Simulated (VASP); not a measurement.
## H3CCl: single point with PBE+D3(BJ)

System: H3CCl.

```
CELL_PARAMETERS angstrom
6.94427 0.00000 0.00000
0.00000 7.04151 0.00000
0.00000 0.00000 7.30161
ATOMIC_POSITIONS crystal
C 0.02601 0.53364 0.34179
C 0.63327 0.41488 0.86204
C 0.66079 0.91020 0.79477
C 0.17256 0.25936 0.97101
C 0.27960 0.62634 0.67697
C 0.39699 0.75955 0.20463
C 0.04058 0.05718 0.45046
C 0.55496 0.41355 0.45805
Cl 0.91451 0.64037 0.54085
Cl 0.74736 0.47947 0.07424
Cl 0.75204 0.01362 0.99200
Cl 0.33442 0.18483 0.14947
Cl 0.17242 0.80101 0.83588
Cl 0.55915 0.81140 0.38908
Cl 0.95305 0.19141 0.64065
Cl 0.62945 0.18249 0.40062
H 0.18190 0.50924 0.35715
H 0.95588 0.40146 0.30108
H 0.01858 0.64277 0.23344
H 0.75173 0.33173 0.78674
H 0.49673 0.33767 0.90349
H 0.63539 0.56384 0.83624
H 0.61829 0.01443 0.68594
H 0.77533 0.81987 0.74845
H 0.54521 0.81325 0.83067
H 0.20317 0.41123 0.94771
H 0.20872 0.18070 0.85247
H 0.01836 0.23783 0.00192
H 0.25826 0.69596 0.55759
H 0.42321 0.60821 0.71825
H 0.18692 0.50875 0.67262
H 0.45088 0.83678 0.09017
H 0.40917 0.60947 0.17430
H 0.25075 0.80584 0.24203
H 0.06806 0.15025 0.34381
H 0.15555 0.97461 0.49463
H 0.91940 0.95749 0.39965
H 0.54412 0.38719 0.60317
H 0.66995 0.51015 0.43842
H 0.40452 0.43545 0.39751
```

| Quantity | Value |
| --- | --- |
| Program | VASP 6.6.1 |
| Task | single point |
| Functional | PBE |
| Dispersion | D3(BJ) |
| Potentials or basis | VASP PAW PBE potentials, release 64 (C, Cl, H) |
| Cutoff | 520 eV |
| k mesh | 1 × 1 × 1 |
| Occupations | fermi-dirac, width 0.02 eV |
| Spin | no spin polarisation |

```json
{
  "Pressure": "10.1 GPa",
  "Largest force": "3.833 eV/Å",
  "Band gap on the k mesh": "4.79 eV",
  "Dispersion energy per atom": "-0.096 eV"
}
```

Forces on the atoms (eV/Å):
```
C    0.302  0.860  0.048
C    1.197 -1.149  1.254
C   -0.247 -0.100 -0.483
C   -0.047  1.004  0.863
C   -0.851  1.197  2.840
C   -0.128 -0.097  0.626
C   -3.604 -1.246  0.387
C   -1.739 -1.200  0.003
Cl   0.720 -0.808 -1.234
Cl   0.054 -0.454  0.653
Cl  -0.086  0.298  0.580
Cl  -0.614  0.411 -0.633
Cl   0.324 -0.804  0.036
Cl  -0.369 -0.536 -0.450
Cl   1.172 -0.283 -0.785
Cl  -0.618 -0.158 -0.852
H   -0.394 -0.084  0.621
H   -0.113  0.197  0.370
H   -0.345 -0.391  0.162
H   -1.850  0.856  0.693
H    1.174  0.660 -0.795
H   -0.945  0.311 -1.790
H    0.140 -0.518  0.800
H    0.445 -0.086 -0.519
H   -0.390  0.415  0.152
H   -0.285 -0.343  0.145
H    0.348 -0.600 -0.728
H    0.627 -0.016  0.233
H    0.343  1.412 -2.722
H    0.858 -0.234  0.135
H   -0.406 -1.493  0.529
H    0.093  0.524 -0.438
H   -0.146 -0.206  0.134
H    0.526 -0.096 -0.209
H    0.708  1.231 -1.254
H    1.680 -0.786  0.597
H    1.180  1.052  0.814
H   -0.414  0.650  0.540
H    0.010  0.652 -0.680
H    1.690 -0.044  0.357
```

Stress tensor (GPa, compression positive):
```
 9.11  0.20  2.87
 0.20 10.01 -1.62
 2.87 -1.62 11.07
```

Levels at points of the mesh, in eV from the valence-band top:
| k point | band 54 | band 55 | band 56 | band 57 | band 58 | band 59 |
| --- | --- | --- | --- | --- | --- | --- |
| (0.00, 0.00, 0.00) | -0.45 | -0.22 | 0.00 | 4.79 | 5.18 | 5.26 |

Run time: 120 s on 1 thread of Intel Xeon 8259CL (shared host), peak memory 0.38 GiB.

Caveat: the k points lie up to 0.90 Å⁻¹ apart, too coarse for converged energies, forces and pressures; the atoms stand as in a frame of molecular dynamics.
